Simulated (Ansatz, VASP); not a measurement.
# Two plane-wave programs on BN

INCAR

```
  PREC = Accurate
  ENCUT = 520
  EDIFF = 1E-7
  ISMEAR = 0
  SIGMA = 0.05
  LREAL = F
  LASPH = T
  NELM = 60
  ALGO = Normal
  ISIF = 2
  LWAVE = F
  LCHARG = F
  GGA = PS
  NBANDS = 16
```

KPOINTS

```
Automatic mesh
0
Gamma
  12 12 4
```

The input POSCAR:

```
BN
1.0
    2.5636964703      0.0000000000      0.0000000000
   -1.2818482352      2.2202262709      0.0000000000
    0.0000000000      0.0000000000      7.0309375698
B N
2 2
Direct
    0.3333333333      0.6666666667      0.2500000000
    0.6666666667      0.3333333333      0.7500000000
    0.3333333333      0.6666666667      0.7500000000
    0.6666666667      0.3333333333      0.2500000000
```

Input for Ansatz:

```yaml
crystal:
  lattice:
    - [2.5636964703, 0.0, 0.0]
    - [-1.2818482352, 2.2202262709, 0.0]
    - [0.0, 0.0, 7.0309375698]
  atoms:
    - { symbol: B, position: [0.3333333333, 0.6666666667, 0.25] }
    - { symbol: B, position: [0.6666666667, 0.3333333333, 0.75] }
    - { symbol: "N", position: [0.3333333333, 0.6666666667, 0.75] }
    - { symbol: "N", position: [0.6666666667, 0.3333333333, 0.25] }
basis:
  ecutwfc: 520.0
kpoints:
  mp_grid: { grid: [12, 12, 4] }
hamiltonian:
  xc: pbesol
  pseudopotentials: { kind: paw, azcp: { folder: soft_1 } }
scf:
  occupations: { method: gaussian, width: 0.05 }
output:
  forces: true
  stress: true
  eigenvalues: true
```

Alike in both runs: task single point; functional PBEsol; k mesh 12 × 12 × 4; occupations gaussian, width 0.05 eV; no spin polarisation.

|  | VASP | Ansatz |
| --- | --- | --- |
| version | VASP 6.6.1 | Ansatz 0.2.0 |
| potentials or method | VASP PAW PBE potentials, release 64 (B, N), cutoff 520 eV | scalar-relativistic, plane waves, PAW |
| valence electrons in the cell | 16 | 16 |

```csv
,VASP,Ansatz,Ansatz less VASP
gap on the k mesh at the Fermi level (eV),4.14,4.15,+0.006
least direct gap on the mesh (eV),4.42,4.42,+0.003
pressure (GPa),-14.2,-14.6,-0.36
"traceless stress, the component that is largest in VASP (GPa)",14.01,14.51,+0.504
```

VASP's potentials were made for PBE, not for PBEsol, and Ansatz warns of the same on its side.
